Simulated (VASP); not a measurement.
## ZrC: electric field gradients with LDA

The system is ZrC.

```
CELL_PARAMETERS angstrom
0.00000 2.35021 2.35021
2.35021 0.00000 2.35021
2.35021 2.35021 0.00000
ATOMIC_POSITIONS crystal
Zr 0.50000 0.50000 0.50000
C 0.00000 0.00000 0.00000
```

```yaml
Program: VASP 6.6.1
Task: electric field gradients
Functional: LDA
Potentials_or_basis: VASP PAW LDA potentials, release 64 (Zr_sv, C)
Cutoff: 520 eV
k_mesh: 15 × 15 × 15
Occupations: fermi-dirac, width 0.05 eV
Spin: collinear spin, zero start
Starting_moments: "[0.0, 0.0] μB"
Dipole_correction: no
Further_INCAR_settings: ALGO = Normal; EDIFF = 1e-08; NBANDS = 19
```

```
Pressure                                              : -8.1 GPa
Band gap on the k mesh                                : zero (filled and empty bands overlap)
Net moment                                            : 0.00 μB per cell
Largest electric field gradient by atom               : zero within the noise of the run
Valence electrons inside the program's atomic spheres : Zr 9.87; C 2.35
```

Levels at points of the mesh, in eV from the Fermi level:
Spin up:
| k point | band 5 | band 6 | band 7 | band 8 | band 9 | band 10 | band 11 | band 12 |
| --- | --- | --- | --- | --- | --- | --- | --- | --- |
| (0.00, 0.00, 0.00) | -11.14 | 0.95 | 0.95 | 0.95 | 1.05 | 1.05 | 1.05 | 2.81 |
Spin down:
| k point | band 4 | band 5 | band 6 | band 7 | band 8 | band 9 | band 10 | band 11 | band 12 | band 13 |
| --- | --- | --- | --- | --- | --- | --- | --- | --- | --- | --- |
| (0.00, 0.00, 0.00) | -25.65 | -11.14 | 0.95 | 0.95 | 0.95 | 1.05 | 1.05 | 1.05 | 2.81 | 2.81 |

Run time: 3 min on 1 thread of Intel Xeon 8259CL, with other jobs on the host, peak memory 0.22 GiB.

Caveat: the cell stands under tension.
